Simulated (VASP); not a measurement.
Input of a VASP 6.6.1 run:

Contents of INCAR:

```
PREC = Accurate
ENCUT = 600
EDIFF = 1E-6
ISMEAR = -1
SIGMA = 0.1
LREAL = False
LASPH = True
NELM = 60
ALGO = Normal
ISIF = 3
LWAVE = False
LCHARG = False
GGA = RP
IBRION = 2
NSW = 80
EDIFFG = -0.01
```

The input KPOINTS:

```
regular mesh
0
Gamma
  13 13 4
```

POSCAR

```
Al
1.0
    2.8634814820      0.0000000000      0.0000000000
   -1.4317407410      2.4798477067      0.0000000000
    0.0000000000      0.0000000000      9.3521305203
Al
4
Direct
    0.0000000000      0.0000000000      0.0000000000
    0.0000000000      0.0000000000      0.5000000000
    0.3333333333      0.6666666667      0.2500000000
    0.6666666667      0.3333333333      0.7500000000
```

Potentials or basis: VASP PAW PBE potentials, release 64 (Al).

Launch:

```sh
$ cat potpaw_PBE.64/Al/POTCAR > POTCAR
$ mpirun -np 1 vasp_std > vasp.out
```

(1) Predict the relaxed cell.

(2) What does it give for the band gap on the k mesh?

(3) What does it give for the relaxed volume?

## Answers

(1) a = 2.861 Å, b = 2.861 Å, c = 9.493 Å, α = 90.00°, β = 90.00°, γ = 120.00°.

(2) zero (bands 6 and 7 overlap by 4.93 eV).

(3) 16.82 Å³/atom.

Caveat: the PAW data sets were made with another functional, which shifts forces and pressure a little.
